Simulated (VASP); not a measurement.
Wanted: the native input for a VASP 6.6.1 run.

- Task: relaxation of cell and atoms
- Functional: PBE
- Potentials or basis: VASP PAW PBE potentials, release 64 (Ta_pv, N)
- Cutoff: 600 eV
- k mesh: 6 × 6 × 9
- Occupations: fermi-dirac, width 0.05 eV
- Spin: no spin polarisation
- Dipole correction: no
- Further INCAR settings: ALGO = Normal; EDIFF = 1e-06; IBRION = 2; EDIFFG = -0.01; NSW = 60; ISIF = 3

The structure of TaN lies in POSCAR:

```
TaN
1.0
    5.1850002000      0.0000000000      0.0000000000
   -2.5925001000      4.4903418900      0.0000000000
    0.0000000000      0.0000000000      2.9080005300
Ta N
3 3
Direct
    0.0000000000      0.0000000000      0.0000000000
    0.3333333333      0.6666666667      0.5000000000
    0.6666666667      0.3333333333      0.5000000000
    0.5000000000      0.0000000000      0.0000000000
    0.5000000000      0.5000000000      0.0000000000
    0.0000000000      0.5000000000      0.0000000000
```

One way to write it, as run:

INCAR

```
  ALGO = Normal
  EDIFF = 1E-6
  EDIFFG = -0.01
  ENCUT = 600
  GGA = PE
  IBRION = 2
  ISIF = 3
  ISMEAR = -1
  LASPH = T
  LCHARG = F
  LREAL = F
  LWAVE = F
  NELM = 100
  NSW = 60
  PREC = Accurate
  SIGMA = 0.05
```

KPOINTS

```
k-points
0
Gamma
  6 6 9
```

Potentials or basis: VASP PAW PBE potentials, release 64 (Ta_pv, N).

The run is started by

```sh
$ cat potpaw_PBE.64/Ta_pv/POTCAR potpaw_PBE.64/N/POTCAR > POTCAR
$ mpirun -np 1 vasp_std > vasp.out
```

Results of the run:

| Quantity | Value |
| --- | --- |
| Relaxed volume | 11.69 Å³/atom |
| Relaxed cell | a = 5.254 Å, b = 5.254 Å, c = 2.934 Å, α = 90.00°, β = 90.00°, γ = 120.00° |
| Space group after relaxing (to 0.1 Å) | P6/mmm (No. 191) |
| Energy gained by relaxing | 13.3 meV/atom |
| Ionic steps | 6 |
| Pressure after relaxing | 0.0 GPa |
| Band gap on the k mesh | zero (bands 24 and 25 overlap by 1.96 eV) |

Caveat: spin-orbit coupling is left out, which moves the levels of the heavy elements.

Wall time 7.8 min on 1 thread of Intel Xeon 8259CL, with other jobs on the host, peak memory 0.25 GiB.
